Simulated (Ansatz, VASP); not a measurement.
**W in VASP and in Ansatz**

File POSCAR:

```
W
1.0
    0.0000000000      2.0300000000      2.1010500000
    2.0300000000      0.0000000000      2.1010500000
    2.0300000000      2.0300000000      0.0000000000
W
1
Direct
    0.0000000000      0.0000000000      0.0000000000
```

INCAR.step1

```
PREC = Accurate ; ENCUT = 520
ISMEAR = 0 ; SIGMA = 0.15
LREAL = F ; LASPH = T
NELM = 80 ; NBANDS = 13
GGA = PE ; ALGO = Normal
EDIFF = 1E-4 ; LWAVE = T
LCHARG = F
```

The input INCAR.step2:

```
PREC = Accurate ; ENCUT = 520
EDIFF = 1E-6 ; ISMEAR = 0
SIGMA = 0.15 ; LREAL = F
LASPH = T ; NELM = 80
ALGO = Normal ; ISIF = 2
LWAVE = F ; LCHARG = F
METAGGA = R2SCAN ; LMIXTAU = T
NBANDS = 13 ; ISTART = 1
```

KPOINTS

```
Automatic mesh
0
Gamma
  20 20 20
```

Input for Ansatz:

```yaml
crystal:
  lattice:
    - [0.0, 2.03, 2.10105]
    - [2.03, 0.0, 2.10105]
    - [2.03, 2.03, 0.0]
  atoms:
    - { symbol: W, position: [0.0, 0.0, 0.0] }
basis:
  ecutwfc: 500
kpoints:
  mp_grid: { grid: [20, 20, 20] }
hamiltonian:
  xc: r2scan
scf:
  occupations: { method: gaussian, width: 0.15 }
output:
  forces: true
  stress: true
  eigenvalues: true
```

Change from the starting cell: strain +0.0350 x Voigt [0, 0, 1, 0, 0, 0], atoms carried along.

Alike in both runs: task single point; functional r2SCAN; k mesh 20 × 20 × 20; occupations gaussian, width 0.15 eV; no spin polarisation.

|  | VASP | Ansatz |
| --- | --- | --- |
| version | VASP 6.6.1 | Ansatz 0.2.0 |
| potentials or method | VASP PAW PBE potentials, release 64 (W_sv), cutoff 520 eV | scalar-relativistic, plane waves, PAW |
| valence electrons in the cell | 14 | 14 |

Ansatz gave:

| Property | Result |
| --- | --- |
| gap on the k mesh at the Fermi level (eV) | none |
| pressure (GPa) | -17.3 |
| traceless stress, the component that is largest in VASP (GPa) | 7.28 |

**Question.** What did VASP give for the same quantities?

**Answer.** gap on the k mesh at the Fermi level (eV): none; pressure (GPa): -16.5; traceless stress, the component that is largest in VASP (GPa): 7.31.

VASP's potentials were made for PBE, not for r2SCAN. A gap of «none» marks a metal or a gap that the smearing closes. The functional is the same, so the differences come from potentials, cutoffs and numerics.

Neither program's run includes spin-orbit coupling.
